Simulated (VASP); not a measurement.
## Ca: single point with PBE

The system is Ca.

```
Ca
1.0
    -2.24000    2.24000    2.24000
     2.24000   -2.24000    2.24000
     2.24000    2.24000   -2.24000
Ca
1
Cartesian
  0.0000 0.0000 0.0000
```

| Item | Value |
| --- | --- |
| Program | VASP 6.6.1 |
| Task | single point |
| Functional | PBE |
| Potentials or basis | VASP PAW PBE potentials, release 64 (Ca_sv) |
| Cutoff | 520 eV |
| k mesh | 8 × 8 × 8 |
| Occupations | fermi-dirac, width 0.05 eV |
| Spin | no spin polarisation |
| Dipole correction | no |
| Further INCAR settings | ALGO = Fast; EDIFF = 1e-06; NBANDS = 11 |

```yaml
Pressure: -1.0 GPa
Band_gap_on_the_k_mesh: zero (band 5 reaches 2.10 eV, above the bottom of band 6 at 1.69 eV)
```

Levels at points of the mesh, in eV from the Fermi level:
```tsv
k point	band 1	band 2	band 3	band 4	band 5	band 6	band 7	band 8	band 9	band 10
(0.00, 0.00, 0.00)	-42.19	-23.11	-23.11	-23.11	-3.93	2.23	2.23	2.23	3.22	3.22
(0.50, 0.00, 0.00)	-42.18	-23.22	-23.15	-23.11	-0.85	-0.05	1.33	3.11	3.46	4.16
(0.50, 0.50, 0.50)	-42.17	-23.19	-23.19	-23.19	0.14	0.14	3.70	3.70	3.71	3.95
```

Wall time 8 s on 1 thread of Intel(R) Xeon(R) 6975P-C (Granite Rapids), with other jobs on the host, peak memory 0.16 GiB.
